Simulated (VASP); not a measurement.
# TiO2 (I4_1/amd) in VASP: single point with LDA

Aim: the single point of TiO2 with LDA.

Everything below comes from runs of VASP 6.6.1. Logs are shortened: lines on timing, memory, paths and dates and some standing lists are left out, and cuts for length are marked.

### 1 The cell of the first run

Symmetry: I4_1/amd, No. 141, tetragonal system. The conventional cell has a = 3.785 Å, b = 3.785 Å, c = 9.514 Å, α = 90.00°, β = 90.00°, γ = 90.00°. Ti (site symmetry -4m2) has 6 O at 1.94 to 1.97 Å within 2.6 Å. Within 2.6 Å of O (site symmetry 2mm) lie 3 Ti at 1.94 to 1.97 Å and 2 O at 2.45 Å.

### 2 Single point, LDA

Input file INCAR:

```
SYSTEM = TiO2
PREC = Accurate ; ENCUT = 520
EDIFF = 1E-6 ; ISMEAR = -1
SIGMA = 0.08 ; LREAL = .False.
LASPH = .True. ; NELM = 100
ALGO = Normal ; ISIF = 2
LWAVE = .False. ; LCHARG = .False.
GGA = CA ; NBANDS = 33
```

Input file KPOINTS:

```
regular mesh
0
Gamma
  13 13 13
  0 0 0
```

Input file POSCAR:

```
TiO2
1.0
   -1.8925000000      1.8925000000      4.7570000000
    1.8925000000     -1.8925000000      4.7570000000
    1.8925000000      1.8925000000     -4.7570000000
Ti O
2 4
Direct
    0.0000000000      0.0000000000      0.0000000000
    0.7500000000      0.2500000000      0.5000000000
    0.2066000000      0.2066000000      0.0000000000
    0.9566000000      0.4566000000      0.5000000000
    0.5434000000      0.0434000000      0.5000000000
    0.7934000000      0.7934000000      0.0000000000
```

Potentials or basis: VASP PAW LDA potentials, release 64 (Ti_sv, O).

On the command line:

```
cat potpaw_LDA.64/Ti_sv/POTCAR potpaw_LDA.64/O/POTCAR > POTCAR
mpirun -np 1 vasp_std > vasp.out
```

OUTCAR:

```text
SYSTEM = TiO2
   PREC = Accurate
   ENCUT = 520
   EDIFF = 1E-6
   ISMEAR = -1
   LREAL = .False.
   LASPH = .True.
   NELM = 100
   ISIF = 2
   GGA = CA

 ion  position               nearest neighbor table
   1  0.000  0.000  0.000-   5 1.94   4 1.94   5 1.94   4 1.94   3 1.97   6 1.97
   2  0.750  0.250  0.500-   6 1.94   3 1.94   6 1.94   3 1.94   4 1.97   5 1.97
   3  0.207  0.207  0.000-   2 1.94   2 1.94   1 1.97
   4  0.957  0.457  0.500-   1 1.94   1 1.94   2 1.97
   5  0.543  0.043  0.500-   1 1.94   1 1.94   2 1.97
   6  0.793  0.793  0.000-   2 1.94   2 1.94   1 1.97

  LATTYP: Found a body centered tetragonal cell.
 ALAT       =     3.7850000000
 C/A-ratio  =     2.5136063408

  Lattice vectors:

 A1 = (  -1.8925000000,   1.8925000000,   4.7570000000)
 A2 = (   1.8925000000,  -1.8925000000,   4.7570000000)
 A3 = (   1.8925000000,   1.8925000000,  -4.7570000000)

Analysis of symmetry for initial positions (statically):
=====================================================================
 Subroutine PRICEL returns:
 Original cell was already a primitive cell.

 Routine SETGRP: Setting up the symmetry group for a
 body centered tetragonal supercell.

 Subroutine GETGRP returns: Found 16 space group operations
 (whereof  8 operations were pure point group operations)
 out of a pool of 16 trial point group operations.

The static configuration has the point symmetry D_2d.
 The point group associated with its full space group is D_4h.

Analysis of symmetry for dynamics (positions and initial velocities):
=====================================================================
 Subroutine PRICEL returns:
 Original cell was already a primitive cell.

 Routine SETGRP: Setting up the symmetry group for a
 body centered tetragonal supercell.

 Subroutine GETGRP returns: Found 16 space group operations
 (whereof  8 operations were pure point group operations)
 out of a pool of 16 trial point group operations.

The dynamic configuration has the point symmetry D_2d.
 The point group associated with its full space group is D_4h.

 Subroutine INISYM returns: Found 16 space group operations
 (whereof  8 operations are pure point group operations),
 and found     1 'primitive' translations

----------------------------------------------------------------------------------------

                                     Primitive cell

  volume of cell :      68.1499

  direct lattice vectors                    reciprocal lattice vectors
    -1.892500000  1.892500000  4.757000000     0.000000000  0.264200793  0.105108262
     1.892500000 -1.892500000  4.757000000     0.264200793  0.000000000  0.105108262
     1.892500000  1.892500000 -4.757000000     0.264200793  0.264200793  0.000000000

  length of vectors
     5.458219627  5.458219627  5.458219627     0.284341002  0.284341002  0.373636344

  position of ions in fractional coordinates (direct lattice)
     0.000000000  0.000000000  0.000000000
     0.750000000  0.250000000  0.500000000
     0.206600000  0.206600000  0.000000000
     0.956600000  0.456600000  0.500000000
     0.543400000  0.043400000  0.500000000
     0.793400000  0.793400000  0.000000000

  ion indices of the primitive-cell ions
   primitive index   ion index
                 1           1
                 2           2
                 3           3
                 4           4
                 5           5
                 6           6

----------------------------------------------------------------------------------------

 KPOINTS: regular mesh

Automatic generation of k-mesh.
 Grid dimensions read from file:
 generate k-points for:   13   13   13

 Generating k-lattice:

  Cartesian coordinates                     Fractional coordinates (reciprocal lattice)
     0.000000000  0.020323138  0.008085251     0.076923077  0.000000000  0.000000000
     0.020323138  0.000000000  0.008085251     0.000000000  0.076923077  0.000000000
     0.020323138  0.020323138  0.000000000     0.000000000  0.000000000  0.076923077

  Length of vectors
     0.021872385  0.021872385  0.028741257

  Shift w.r.t. Gamma in fractional coordinates (k-lattice)
     0.000000000  0.000000000  0.000000000

 Subroutine IBZKPT returns following result:
 ===========================================

 Found    196 irreducible k-points:

 Following reciprocal coordinates:
            Coordinates               Weight
  0.000000  0.000000  0.000000      1.000000
  0.076923  0.000000  0.000000      8.000000
  0.153846 -0.000000  0.000000      8.000000
  0.230769  0.000000 -0.000000      8.000000
  0.307692 -0.000000  0.000000      8.000000
  0.384615  0.000000 -0.000000      8.000000
[... 16 lines left out ...]
  0.384615  0.153846  0.000000     16.000000
  0.461538  0.153846  0.000000     16.000000
 [... further k-points ...]
   k-points           NKPTS =    196   k-points in BZ     NKDIM =    196   number of bands    NBANDS=     33
   number of dos      NEDOS =    301   number of ions     NIONS =      6
   total plane-waves  NPLWV =  74088
   dimension x,y,z NGX =    42 NGY =   42 NGZ =   42
   dimension x,y,z NGXF=    84 NGYF=   84 NGZF=   84
   ions per type =               2   4
   NGX,Y,Z   is equivalent  to a cutoff of  12.79, 12.79, 12.79 a.u.
   NGXF,Y,Z  is equivalent  to a cutoff of  25.58, 25.58, 25.58 a.u.
 SYSTEM =  TiO2
   PREC   = accura    normal or accurate (medium, high low for compatibility)
   ISTART =      0    job   : 0-new  1-cont  2-samecut
   ICHARG =      2    charge: 1-file 2-atom 10-const
   ISPIN  =      1    spin polarized calculation?
   LNONCOLLINEAR =      F non collinear calculations
   LSORBIT =      F    spin-orbit coupling
   LASPH  =      T    aspherical Exc in radial PAW
   ENCUT  =  520.0 eV  38.22 Ry    6.18 a.u.  10.15 10.15 10.15*2*pi/ulx,y,z
   NELM   =    100;   NELMIN=  2; NELMDL= -5     # of ELM steps
   EDIFF  = 0.1E-05   stopping-criterion for ELM
   LREAL  =      F    real-space projection
   EDIFFG = 0.1E-04   stopping-criterion for IOM
   NSW    =      0    number of steps for IOM
   IBRION =     -1    ionic relax: 0-MD 1-quasi-New 2-CG
   NFREE  =      0    steps in history (QN), initial steepest desc. (CG)
   ISIF   =      2    stress and relaxation
   ISYM   =      2    0-nonsym 1-usesym 2-fastsym
   POTIM  = 0.5000    time-step for ionic-motion
   TEBEG  =    0.0;   TEEND  =   0.0 temperature during run
   PSTRESS=    0.0 pullay stress
   NELECT =      48.0000    total number of electrons
   NUPDOWN=      -1.0000    fix difference up-down
   EMIN   =  10.00;   EMAX   =-10.00  energy-range for DOS
   EFERMI =   0.00;   METHOD = LEGACY
   ISMEAR =    -1;   SIGMA  =   0.08  broadening in eV -4-tet -1-fermi 0-gaus
   EFERMI_NEDOS =   21; number of points for ismear=-14 and -15
   IALGO  =     38    algorithm
   IMIX   =      4    mixing-type and parameters
     AMIX     =   0.40;   BMIX     =  1.00
     AMIX_MAG =   1.60;   BMIX_MAG =  1.00
  volume/ion in A,a.u.               =      11.36        76.65
  Fermi-wavevector in a.u.,A,eV,Ry     =   1.456578  2.752532 28.866366  2.121618
  Thomas-Fermi vector in A             =   2.573479
   LORBIT       =      0    0 simple, 1 ext, 2 COOP (PROOUT), +10 PAW based schemes
   GGA     = CA    functional components
   LHFCALC =     F    Hartree Fock is set to
   AEXX    =    0.0000 exact exchange contribution
   IVDW    =     0    specifies the selected vdW correction
   LEPSILON=     F    determine dielectric tensor
   LRPA    =     F    only Hartree local field effects (RPA)
 non-spin polarized calculation
  energy-cutoff  :      520.00
  volume of cell :       68.15
 maximum number of plane-waves:      1854
 NGX is ok and might be reduce to    42
   NGX = 21   NGY = 21   NGZ = 21

 number of electron      47.9999998 magnetization

 Free energy of the ion-electron system (eV)
  ---------------------------------------------------
  ext. energy  EPLUGINS =         0.00000000
  ---------------------------------------------------
  free energy    TOTEN  =       -58.80658536 eV

  energy without entropy =      -58.80658514  energy(sigma->0) =      -58.80658525

 E-fermi :   4.1779     XC(G=0): -11.3342

 val. band max:        3.0496887432   @ k =  -0.4615   0.4615   0.0000
 cond. band min:       5.0955227880   @ k =   0.0000   0.0000   0.0000
 fundamental gap:      2.0458340448
 Fermi energy:         4.1779000305

 k-point     1 :       0.0000    0.0000    0.0000
  band No.  band energies     occupation
      1     -52.5592      2.00000
      2     -52.4932      2.00000
      3     -29.4540      2.00000
      4     -29.1879      2.00000
      5     -29.1879      2.00000
      6     -29.1112      2.00000
[... 25 lines left out ...]
     32       8.4476      0.00000
     33       8.5055      0.00000

 k-point     2 :       0.0769    0.0000    0.0000
  band No.  band energies     occupation
      1     -52.5583      2.00000
      2     -52.4938      2.00000
      3     -29.4520      2.00000
      4     -29.1962      2.00000
      5     -29.1885      2.00000
      6     -29.1145      2.00000
[... 25 lines left out ...]
     32       8.5038      0.00000
     33       8.6491      0.00000

 k-point     3 :       0.1538   -0.0000    0.0000
  band No.  band energies     occupation
      1     -52.5559      2.00000
      2     -52.4955      2.00000
      3     -29.4466      2.00000
      4     -29.2186      2.00000
      5     -29.1902      2.00000
      6     -29.1231      2.00000
[... 25 lines left out ...]
     32       8.6820      0.00000
     33       8.9889      0.00000

 k-point     4 :       0.2308    0.0000   -0.0000
  band No.  band energies     occupation
      1     -52.5521      2.00000
      2     -52.4982      2.00000
      3     -29.4390      2.00000
      4     -29.2490      2.00000
      5     -29.1923      2.00000
      6     -29.1339      2.00000
[... 673 lines left out ...]
     32       9.5278      0.00000
     33       9.7116      0.00000

 k-point    23 :       0.3846    0.1538    0.0000
  band No.  band energies     occupation
      1     -52.5386      2.00000
      2     -52.5086      2.00000
      3     -29.4102      2.00000
      4     -29.3230      2.00000
      5     -29.2159      2.00000
      6     -29.1621      2.00000
[... 25 lines left out ...]
     32       9.6062      0.00000
     33       9.7865      0.00000

 k-point    24 :       0.4615    0.1538    0.0000
  band No.  band energies     occupation
      1     -52.5373      2.00000
      2     -52.5093      2.00000
      3     -29.4142      2.00000
      4     -29.3328      2.00000
      5     -29.2154      2.00000
      6     -29.1678      2.00000
[... 25 lines left out ...]
     32       9.6959      0.00000
     33       9.8131      0.00000

 [... further k-points ...]
[... 5 lines left out ...]
  --------------------------------------------------------------------------------------
  -------------------------------------------------------------------------------------
  Total       -2.5406987     -2.5406987     -1.0288697      0.0000000      0.0000000      0.0000000
  in kB      -59.7308674    -59.7308674    -24.1883391      0.0000000      0.0000000      0.0000000
  external PRESSURE =     -47.8833580 kB  Pullay stress =       0.0000000 kB

 VOLUME and BASIS-vectors are now :
 -----------------------------------------------------------------------------
  energy-cutoff  :      520.00
  volume of cell :       68.15
      direct lattice vectors                 reciprocal lattice vectors
    -1.892500000  1.892500000  4.757000000     0.000000000  0.264200793  0.105108262
     1.892500000 -1.892500000  4.757000000     0.264200793  0.000000000  0.105108262
     1.892500000  1.892500000 -4.757000000     0.264200793  0.264200793  0.000000000

 POSITION                                       TOTAL-FORCE (eV/Angst)
 -----------------------------------------------------------------------------------
      0.00000      0.00000      0.00000         0.000000      0.000000     -0.000000
      0.00000      1.89250      2.37850         0.000000      0.000000     -0.000000
      0.00000      0.00000      1.96559         0.000000     -0.000000      0.139886
      0.00000      1.89250      4.34409        -0.000000      0.000000      0.139886
      0.00000      1.89250      0.41291        -0.000000      0.000000     -0.139886
      0.00000      0.00000      7.54841         0.000000     -0.000000     -0.139886
 -----------------------------------------------------------------------------------
    total drift:                                0.000000     -0.000000     -0.000000

  FREE ENERGIE OF THE ION-ELECTRON SYSTEM (eV)
  ---------------------------------------------------
  free  energy   TOTEN  =       -58.8065853608 eV

  energy  without entropy=      -58.8065851384  energy(sigma->0) =      -58.80658525
```

Wall time 23 min (1 thread of AMD EPYC 7R13, shared host); peak memory 0.43 GiB.

What came out:

```yaml
Free_energy: -58.8066 eV
Pressure: -4.8 GPa
Largest_force: 0.140 eV/Å
Band_gap_on_the_k_mesh: 2.05 eV, indirect (least direct gap 2.35 eV)
```

Forces on the atoms (eV/Å):
```
Ti   0.000  0.000  0.000
Ti   0.000  0.000  0.000
O    0.000  0.000  0.140
O    0.000  0.000  0.140
O    0.000  0.000 -0.140
O    0.000  0.000 -0.140
```

Levels at points of the mesh, in eV from the valence-band top:
| k point | band 22 | band 23 | band 24 | band 25 | band 26 | band 27 |
| --- | --- | --- | --- | --- | --- | --- |
| (0.00, 0.00, 0.00) | -0.72 | -0.44 | -0.44 | 2.05 | 2.82 | 4.03 |

A k mesh can miss the band edges.
